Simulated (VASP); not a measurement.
Input of a VASP 6.6.1 run:

Contents of INCAR:

```
SYSTEM = Cl
  ALGO = Normal
  EDIFF = 1E-6
  ENCUT = 520
  ISIF = 2
  ISMEAR = -1
  LASPH = .True.
  LCHARG = .False.
  LREAL = .False.
  LWAVE = .False.
  NBANDS = 22
  NELM = 100
  PREC = Accurate
  SIGMA = 0.05
```

KPOINTS

```
k-points
0
Gamma
  7 7 4
  0 0 0
```

The input POSCAR:

```
Cl
1.0
    3.2066823265     -2.2941288504      0.0000000000
    3.2066823265      2.2941288504      0.0000000000
    0.0000000000      0.0000000000      8.3710212721
Cl
4
Direct
    0.3700000000      0.6300000000      0.4000000000
    0.1300000000      0.8700000000      0.9000000000
    0.6300000000      0.3700000000      0.6000000000
    0.8700000000      0.1300000000      0.1000000000
```

Potentials or basis: VASP PAW LDA potentials, release 64 (Cl).

Run with:

```sh
$ cat potpaw_LDA.64/Cl/POTCAR > POTCAR
$ mpirun -np 1 vasp_std > vasp.out
```

Task: What does it give for the band gap on the k mesh?

Result: 2.16 eV (least direct gap 2.21 eV).

Task: Estimate the largest force.

Result: 0.905 eV/Å.

Task: Predict the pressure.

Result: -3.8 GPa.

Stress tensor (GPa, compression positive):
```
-1.28  0.00  0.00
 0.00 -4.10  0.00
 0.00  0.00 -5.97
```

Caveat: the cell stands under tension; an odd mesh through Γ misses points on the zone boundary, where band edges can lie.
